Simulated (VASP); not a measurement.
Wanted: the native input for a VASP 6.6.1 run.

```yaml
Task: relaxation of cell and atoms
Functional: PBE
Potentials_or_basis: VASP PAW PBE potentials, release 64 (H, Mo_sv)
Cutoff: 600 eV
k_mesh: 6 × 6 × 4
Occupations: gaussian, width 0.1 eV
Spin: no spin polarisation
Dipole_correction: no
Further_INCAR_settings: ALGO = Normal; EDIFF = 1e-06; IBRION = 2; EDIFFG = -0.04; NSW = 90; ISIF = 3
```

The structure of MoH4 lies in POSCAR:

```
MoH4
1.0
    2.7932173132      0.0000000000      0.0000000000
    0.0000000000      2.7932173132      0.0000000000
    0.0000000000      0.0000000000      5.8638893167
H Mo
4 1
Direct
    0.5000000000      0.0000000000      0.2137846230
    0.0000000000      0.5000000000      0.7862153770
    0.5000000000      0.0000000000      0.7862153770
    0.0000000000      0.5000000000      0.2137846230
    0.0000000000      0.0000000000      0.0000000000
```

These files were run (other wordings do the same):

INCAR

```
PREC = Accurate
ENCUT = 600
EDIFF = 1E-6
ISMEAR = 0
SIGMA = 0.1
LREAL = False
LASPH = True
NELM = 100
ALGO = Normal
ISIF = 3
LWAVE = False
LCHARG = False
GGA = PE
IBRION = 2
NSW = 90
EDIFFG = -0.04
```

KPOINTS

```
regular mesh
0
Gamma
  6 6 4
```

Potentials or basis: VASP PAW PBE potentials, release 64 (H, Mo_sv).

The run is started by

```bash
$ cat potpaw_PBE.64/H/POTCAR potpaw_PBE.64/Mo_sv/POTCAR > POTCAR
$ mpirun -np 1 vasp_std > vasp.out
```

It gave:

* Relaxed volume: 9.09 Å³/atom
* Relaxed cell: a = 2.786 Å, b = 2.786 Å, c = 5.855 Å, α = 90.00°, β = 90.00°, γ = 90.00°
* Space group after relaxing (to 0.05 Å): P4/mmm (No. 123)
* Energy gained by relaxing: 0.2 meV/atom
* Ionic steps: 2
* Pressure after relaxing: 0.1 GPa
* Largest force after relaxing: 0.020 eV/Å
* Band gap on the k mesh: zero (band 9 reaches 3.27 eV, above the bottom of band 10 at 1.80 eV)

Caveat: the k points lie up to 0.38 Å⁻¹ apart in the final cell.

Wall time 40 s on 1 thread of AMD EPYC 7R43 64-Core Processor (Zen 3), on a shared host, peak memory 0.14 GiB.
